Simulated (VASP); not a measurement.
# KZnF3 (P4/mmm) in VASP: a series of runs

KZnF3 is run at these levels: PBE; tasks: single point.

Program: VASP 6.6.1. These are calculated values, not measurements. Logs are shortened: lines on timing, memory, paths and dates and some standing lists are left out, and cuts for length are marked.

## Step 1: The cell of the first run

Symmetry: P4/mmm, No. 123, tetragonal system. Conventional cell: a = 3.848 Å, b = 3.848 Å, c = 4.151 Å, α = 90.00°, β = 90.00°, γ = 90.00°. Within 3.6 Å of K (site symmetry 4/mmm) lie 12 F at 2.72 to 2.83 Å and 8 Zn at 3.42 Å. Zn (site symmetry 4/mmm) has 6 F at 1.92 to 2.08 Å within 2.6 Å. F (site symmetry 4/mmm) has 2 Zn at 2.08 Å within 2.7 Å. F (site symmetry mmm) has 2 Zn at 1.92 Å within 2.6 Å.

## Step 2: Single point, PBE (strain -0.050 along x and y, +0.025 along z)

Contents of INCAR:

```
PREC = Accurate
ENCUT = 520
EDIFF = 1E-6
ISMEAR = 0
SIGMA = 0.05
LREAL = False
LASPH = True
NELM = 80
ALGO = Normal
ISIF = 2
LWAVE = False
LCHARG = False
GGA = PE
NBANDS = 29
```

Contents of KPOINTS:

```
regular mesh
0
Gamma
  6 6 6
```

Contents of POSCAR:

```
KZnF3
1.0
    3.8475000000      0.0000000000      0.0000000000
    0.0000000000      3.8475000000      0.0000000000
    0.0000000000      0.0000000000      4.1512500000
K Zn F
1 1 3
Direct
    0.0000000000      0.0000000000      0.0000000000
    0.5000000000      0.5000000000      0.5000000000
    0.5000000000      0.5000000000      0.0000000000
    0.0000000000      0.5000000000      0.5000000000
    0.5000000000      0.0000000000      0.5000000000
```

Potentials or basis: VASP PAW PBE potentials, release 64 (K_sv, Zn, F).

Launch:

```
$ cat potpaw_PBE.64/K_sv/POTCAR potpaw_PBE.64/Zn/POTCAR potpaw_PBE.64/F/POTCAR > POTCAR
$ mpirun -np 1 vasp_std > vasp.out
```

OUTCAR:

```text
PREC = Accurate
   ENCUT = 520
   EDIFF = 1E-6
   ISMEAR = 0
   LREAL = False
   LASPH = True
   NELM = 80
   ISIF = 2
   GGA = PE

 ion  position               nearest neighbor table
   1  0.000  0.000  0.000-   3 2.72   3 2.72   3 2.72   3 2.72   5 2.83   4 2.83   4 2.83   4 2.83
                             5 2.83   5 2.83   5 2.83   4 2.83   2 3.42   2 3.42   2 3.42   2 3.42
   2  0.500  0.500  0.500-   4 1.92   5 1.92   5 1.92   4 1.92   3 2.08   3 2.08   1 3.42   1 3.42
                             1 3.42   1 3.42   1 3.42   1 3.42   1 3.42   1 3.42
   3  0.500  0.500  0.000-   2 2.08   2 2.08   1 2.72   1 2.72   1 2.72   1 2.72
   4  0.000  0.500  0.500-   2 1.92   2 1.92   1 2.83   1 2.83   1 2.83   1 2.83
   5  0.500  0.000  0.500-   2 1.92   2 1.92   1 2.83   1 2.83   1 2.83   1 2.83

  LATTYP: Found a simple tetragonal cell.
 ALAT       =     3.8475000000
 C/A-ratio  =     1.0789473684

  Lattice vectors:

 A1 = (   3.8475000000,   0.0000000000,   0.0000000000)
 A2 = (   0.0000000000,   3.8475000000,   0.0000000000)
 A3 = (   0.0000000000,   0.0000000000,   4.1512500000)

Analysis of symmetry for initial positions (statically):
=====================================================================
 Subroutine PRICEL returns:
 Original cell was already a primitive cell.

 Routine SETGRP: Setting up the symmetry group for a
 simple tetragonal supercell.

 Subroutine GETGRP returns: Found 16 space group operations
 (whereof 16 operations were pure point group operations)
 out of a pool of 16 trial point group operations.

The static configuration has the point symmetry D_4h.

Analysis of symmetry for dynamics (positions and initial velocities):
=====================================================================
 Subroutine PRICEL returns:
 Original cell was already a primitive cell.

 Routine SETGRP: Setting up the symmetry group for a
 simple tetragonal supercell.

 Subroutine GETGRP returns: Found 16 space group operations
 (whereof 16 operations were pure point group operations)
 out of a pool of 16 trial point group operations.

The dynamic configuration has the point symmetry D_4h.

 Subroutine INISYM returns: Found 16 space group operations
 (whereof 16 operations are pure point group operations),
 and found     1 'primitive' translations

----------------------------------------------------------------------------------------

                                     Primitive cell

  volume of cell :      61.4520

  direct lattice vectors                    reciprocal lattice vectors
     3.847500000  0.000000000  0.000000000     0.259909032  0.000000000  0.000000000
     0.000000000  3.847500000  0.000000000     0.000000000  0.259909032  0.000000000
     0.000000000  0.000000000  4.151250000     0.000000000  0.000000000  0.240891298

  length of vectors
     3.847500000  3.847500000  4.151250000     0.259909032  0.259909032  0.240891298

  position of ions in fractional coordinates (direct lattice)
     0.000000000  0.000000000  0.000000000
     0.500000000  0.500000000  0.500000000
     0.500000000  0.500000000  0.000000000
     0.000000000  0.500000000  0.500000000
     0.500000000  0.000000000  0.500000000

  ion indices of the primitive-cell ions
   primitive index   ion index
                 1           1
                 2           2
                 3           3
                 4           4
                 5           5

----------------------------------------------------------------------------------------

 KPOINTS: regular mesh

Automatic generation of k-mesh.
 Grid dimensions read from file:
 generate k-points for:    6    6    6

 Generating k-lattice:

  Cartesian coordinates                     Fractional coordinates (reciprocal lattice)
     0.043318172  0.000000000  0.000000000     0.166666667  0.000000000  0.000000000
     0.000000000  0.043318172  0.000000000     0.000000000  0.166666667  0.000000000
     0.000000000  0.000000000  0.040148550     0.000000000  0.000000000  0.166666667

  Length of vectors
     0.043318172  0.043318172  0.040148550

  Shift w.r.t. Gamma in fractional coordinates (k-lattice)
     0.000000000  0.000000000  0.000000000

 Subroutine IBZKPT returns following result:
 ===========================================

 Found     40 irreducible k-points:

 Following reciprocal coordinates:
            Coordinates               Weight
  0.000000  0.000000  0.000000      1.000000
  0.166667  0.000000  0.000000      4.000000
  0.333333  0.000000  0.000000      4.000000
  0.500000  0.000000  0.000000      2.000000
  0.166667  0.166667  0.000000      4.000000
  0.333333  0.166667  0.000000      8.000000
[... 16 lines left out ...]
  0.333333  0.000000  0.333333      8.000000
  0.500000  0.000000  0.333333      4.000000
 [... further k-points ...]
   k-points           NKPTS =     40   k-points in BZ     NKDIM =     40   number of bands    NBANDS=     29
   number of dos      NEDOS =    301   number of ions     NIONS =      5
   total plane-waves  NPLWV =  28800
   dimension x,y,z NGX =    30 NGY =   30 NGZ =   32
   dimension x,y,z NGXF=    60 NGYF=   60 NGZF=   64
   ions per type =               1   1   3
   NGX,Y,Z   is equivalent  to a cutoff of  12.96, 12.96, 12.82 a.u.
   NGXF,Y,Z  is equivalent  to a cutoff of  25.93, 25.93, 25.63 a.u.
 SYSTEM =  unknown system
   PREC   = accura    normal or accurate (medium, high low for compatibility)
   ISTART =      0    job   : 0-new  1-cont  2-samecut
   ICHARG =      2    charge: 1-file 2-atom 10-const
   ISPIN  =      1    spin polarized calculation?
   LNONCOLLINEAR =      F non collinear calculations
   LSORBIT =      F    spin-orbit coupling
   LASPH  =      T    aspherical Exc in radial PAW
   ENCUT  =  520.0 eV  38.22 Ry    6.18 a.u.   7.15  7.15  7.72*2*pi/ulx,y,z
   NELM   =     80;   NELMIN=  2; NELMDL= -5     # of ELM steps
   EDIFF  = 0.1E-05   stopping-criterion for ELM
   LREAL  =      F    real-space projection
[... 7 lines left out ...]
   TEBEG  =    0.0;   TEEND  =   0.0 temperature during run
   PSTRESS=    0.0 pullay stress
   NELECT =      42.0000    total number of electrons
   NUPDOWN=      -1.0000    fix difference up-down
   EMIN   =  10.00;   EMAX   =-10.00  energy-range for DOS
   EFERMI =   0.00;   METHOD = LEGACY
   ISMEAR =     0;   SIGMA  =   0.05  broadening in eV -4-tet -1-fermi 0-gaus
   EFERMI_NEDOS =   21; number of points for ismear=-14 and -15
   IALGO  =     38    algorithm
   IMIX   =      4    mixing-type and parameters
     AMIX     =   0.40;   BMIX     =  1.00
     AMIX_MAG =   1.60;   BMIX_MAG =  1.00
  volume/ion in A,a.u.               =      12.29        82.94
  Fermi-wavevector in a.u.,A,eV,Ry     =   1.442046  2.725072 28.293283  2.079498
  Thomas-Fermi vector in A             =   2.560610
   LORBIT       =      0    0 simple, 1 ext, 2 COOP (PROOUT), +10 PAW based schemes
   GGA     = PE    functional components
   LHFCALC =     F    Hartree Fock is set to
   AEXX    =    0.0000 exact exchange contribution
   IVDW    =     0    specifies the selected vdW correction
   LEPSILON=     F    determine dielectric tensor
   LRPA    =     F    only Hartree local field effects (RPA)
 non-spin polarized calculation
 Gauss-broadening in eV      SIGMA  =   0.05
  energy-cutoff  :      520.00
  volume of cell :       61.45
 maximum number of plane-waves:      1696
 NGX is ok and might be reduce to    30
   NGX = 15   NGY = 15   NGZ = 15

 number of electron      42.0000001 magnetization

 Free energy of the ion-electron system (eV)
  ---------------------------------------------------
  ext. energy  EPLUGINS =         0.00000000
  ---------------------------------------------------
  free energy    TOTEN  =       -19.87866563 eV

  energy without entropy =      -19.87866563  energy(sigma->0) =      -19.87866563

 E-fermi :   0.6721     XC(G=0): -10.2859

 val. band max:        0.3830544160   @ k =   0.5000   0.5000   0.5000
 cond. band min:       4.1210214245   @ k =   0.0000   0.0000   0.0000
 fundamental gap:      3.7379670085
 Fermi energy:         0.6720826570

 k-point     1 :       0.0000    0.0000    0.0000
  band No.  band energies     occupation
      1     -27.3097      2.00000
      2     -22.3603      2.00000
      3     -21.6737      2.00000
      4     -21.1955      2.00000
      5     -10.8658      2.00000
      6     -10.7743      2.00000
[... 21 lines left out ...]
     28      11.2034      0.00000
     29      13.7799      0.00000

 k-point     2 :       0.1667    0.0000    0.0000
  band No.  band energies     occupation
      1     -27.2991      2.00000
      2     -22.3103      2.00000
      3     -21.7035      2.00000
      4     -21.2076      2.00000
      5     -10.8465      2.00000
      6     -10.7772      2.00000
[... 21 lines left out ...]
     28      11.2772      0.00000
     29      14.0165      0.00000

 k-point     3 :       0.3333    0.0000    0.0000
  band No.  band energies     occupation
      1     -27.2780      2.00000
      2     -22.1864      2.00000
      3     -21.7901      2.00000
      4     -21.2288      2.00000
      5     -10.8073      2.00000
      6     -10.7826      2.00000
[... 21 lines left out ...]
     28      11.4093      0.00000
     29      14.2808      0.00000

 k-point     4 :       0.5000    0.0000    0.0000
  band No.  band energies     occupation
      1     -27.2673      2.00000
      2     -22.0905      2.00000
      3     -21.8690      2.00000
      4     -21.2379      2.00000
      5     -10.7874      2.00000
      6     -10.7851      2.00000
[... 597 lines left out ...]
     28      11.4323      0.00000
     29      12.9422      0.00000

 k-point    23 :       0.3333    0.0000    0.3333
  band No.  band energies     occupation
      1     -27.2640      2.00000
      2     -22.1462      2.00000
      3     -21.7874      2.00000
      4     -21.2596      2.00000
      5     -10.8492      2.00000
      6     -10.8016      2.00000
[... 21 lines left out ...]
     28      11.5658      0.00000
     29      12.5313      0.00000

 k-point    24 :       0.5000    0.0000    0.3333
  band No.  band energies     occupation
      1     -27.2552      2.00000
      2     -22.0206      2.00000
      3     -21.8867      2.00000
      4     -21.2685      2.00000
      5     -10.8489      2.00000
      6     -10.8373      2.00000
[... 21 lines left out ...]
     28      12.2331      0.00000
     29      12.6543      0.00000

 [... further k-points ...]
[... 5 lines left out ...]
  --------------------------------------------------------------------------------------
  -------------------------------------------------------------------------------------
  Total        6.8038683      6.8038683      2.9856646      0.0000000      0.0000000      0.0000000
  in kB      177.3904918    177.3904918     77.8422627      0.0000000      0.0000000      0.0000000
  external PRESSURE =     144.2077488 kB  Pullay stress =       0.0000000 kB

 VOLUME and BASIS-vectors are now :
 -----------------------------------------------------------------------------
  energy-cutoff  :      520.00
  volume of cell :       61.45
      direct lattice vectors                 reciprocal lattice vectors
     3.847500000  0.000000000  0.000000000     0.259909032  0.000000000  0.000000000
     0.000000000  3.847500000  0.000000000     0.000000000  0.259909032  0.000000000
     0.000000000  0.000000000  4.151250000     0.000000000  0.000000000  0.240891298

 POSITION                                       TOTAL-FORCE (eV/Angst)
 -----------------------------------------------------------------------------------
      0.00000      0.00000      0.00000         0.000000      0.000000      0.000000
      1.92375      1.92375      2.07563         0.000000      0.000000      0.000000
      1.92375      1.92375      0.00000         0.000000      0.000000      0.000000
      0.00000      1.92375      2.07563         0.000000      0.000000      0.000000
      1.92375      0.00000      2.07563         0.000000      0.000000      0.000000
 -----------------------------------------------------------------------------------
    total drift:                                0.000000      0.000000     -0.000000

  FREE ENERGIE OF THE ION-ELECTRON SYSTEM (eV)
  ---------------------------------------------------
  free  energy   TOTEN  =       -19.8786656286 eV

  energy  without entropy=      -19.8786656286  energy(sigma->0) =      -19.87866563
```

Wall time 32 s (1 thread of Intel Xeon 6975P-C (Granite Rapids), shared host); peak memory 0.21 GiB.

What came out:

| Property | Result |
| --- | --- |
| Free energy | -19.8787 eV |
| Pressure | 14.4 GPa |
| Band gap on the k mesh | 3.74 eV, indirect (least direct gap 6.26 eV) |

Levels at points of the mesh, in eV from the valence-band top:
| k point | band 19 | band 20 | band 21 | band 22 | band 23 | band 24 |
| --- | --- | --- | --- | --- | --- | --- |
| (0.00, 0.00, 0.00) | -2.59 | -2.53 | -2.53 | 3.74 | 7.89 | 8.23 |
| (0.50, 0.00, 0.00) | -2.31 | -2.26 | -1.85 | 6.87 | 8.15 | 9.29 |
| (0.50, 0.50, 0.00) | -2.39 | -2.27 | 0.00 | 8.26 | 9.97 | 10.36 |
| (0.00, 0.00, 0.50) | -2.29 | -2.29 | -1.99 | 6.37 | 7.86 | 8.75 |
| (0.50, 0.00, 0.50) | -2.32 | -2.24 | -0.43 | 7.96 | 9.66 | 9.76 |
| (0.50, 0.50, 0.50) | -2.21 | -0.56 | 0.00 | 7.88 | 8.03 | 8.03 |

Caveat: the cell differs from its parent crystal (strain -0.050 along x and y, +0.025 along z).

## Step 3: Single point, PBE (strain -0.050 along x and y, +0.050 along z)

Contents of INCAR:

```
SYSTEM = KZnF3
PREC = Accurate
ENCUT = 520
EDIFF = 1E-6
ISMEAR = 0
SIGMA = 0.05
LREAL = .FALSE.
LASPH = .TRUE.
NELM = 100
ALGO = Normal
ISIF = 2
LWAVE = .FALSE.
LCHARG = .TRUE.
GGA = PE
LELF = .TRUE.
LVHAR = .TRUE.
NBANDS = 29
```

Contents of KPOINTS:

```
Automatic mesh
0
G
  6 6 6
  0 0 0
```

Changes to POSCAR since step 2:

```diff
@@ -4,3 +4,3 @@
     0.0000000000      3.8475000000      0.0000000000
-    0.0000000000      0.0000000000      4.1512500000
+    0.0000000000      0.0000000000      4.2525000000
 K Zn F
```

Potentials or basis: VASP PAW PBE potentials, release 64 (K_sv, Zn, F).

Launch:

```
$ cat potpaw_PBE.64/K_sv/POTCAR potpaw_PBE.64/Zn/POTCAR potpaw_PBE.64/F/POTCAR > POTCAR
$ mpirun -np 1 vasp_std > vasp.out
```

Run time: 33 s. Hardware: 1 thread of Intel Xeon 6975P-C (Granite Rapids), shared host; peak memory 0.21 GiB.

The run converged. Its results:

- Free energy: -19.9375 eV
- Pressure: 12.0 GPa
- Band gap on the k mesh: 3.61 eV, indirect (least direct gap 6.00 eV)

Stress tensor (GPa, compression positive):
```
15.84  0.00  0.00
 0.00 15.84  0.00
 0.00  0.00  4.25
```

Levels at points of the mesh, in eV from the valence-band top:
| k point | band 18 | band 19 | band 20 | band 21 | band 22 | band 23 | band 24 | band 25 |
| --- | --- | --- | --- | --- | --- | --- | --- | --- |
| (0.00, 0.00, 0.00) | -2.81 | -2.49 | -2.39 | -2.39 | 3.61 | 7.90 | 8.32 | 9.25 |
| (0.50, 0.00, 0.00) | -2.59 | -2.31 | -2.24 | -1.89 | 6.74 | 8.09 | 9.35 | 10.11 |
| (0.50, 0.50, 0.00) | -2.38 | -2.38 | -2.21 | 0.00 | 8.18 | 9.98 | 10.27 | 10.27 |
| (0.00, 0.00, 0.50) | -2.85 | -2.22 | -2.22 | -2.05 | 6.09 | 7.71 | 8.67 | 10.71 |
| (0.50, 0.00, 0.50) | -2.39 | -2.29 | -2.17 | -0.54 | 7.78 | 9.49 | 9.60 | 10.08 |
| (0.50, 0.50, 0.50) | -2.12 | -2.12 | -0.70 | 0.00 | 7.79 | 8.01 | 8.01 | 10.37 |

Caveat: the cell differs from its parent crystal (strain -0.050 along x and y, +0.050 along z).
